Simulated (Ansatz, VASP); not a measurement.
## One calculation of Be3B, two programs

```
Be B
1.0
     3.05674    0.00000    0.00000
     0.00000    3.05674    0.00000
     0.00000    0.00000    3.05674
Be B
3 1
Direct
  0.00000 0.50000 0.50000
  0.50000 0.00000 0.50000
  0.50000 0.50000 0.00000
  0.00000 0.00000 0.00000
```

Alike in both runs: task relaxation of cell and atoms; functional PBE; k mesh 16 × 16 × 16; occupations gaussian, width 0.1 eV; no spin polarisation.

|  | VASP | Ansatz |
| --- | --- | --- |
| version | VASP 6.6.1 | Ansatz 0.2.0 |
| potentials or method | VASP PAW PBE potentials, release 64 (Be, B), cutoff 600 eV | scalar-relativistic, plane waves, PAW |
| valence electrons in the cell | 9 | 9 |

```csv
,VASP,Ansatz,Ansatz less VASP
"gap on the k mesh at the Fermi level, each at its own relaxed structure (eV)",none,none,-
relaxed volume (Å³/atom),7.23,7.22,-0.009
relaxed length of the cell vector where the two differ most in proportion (Å),3.069,3.068,-0.0013
```

A gap of «none» marks a metal or a gap that the smearing closes.
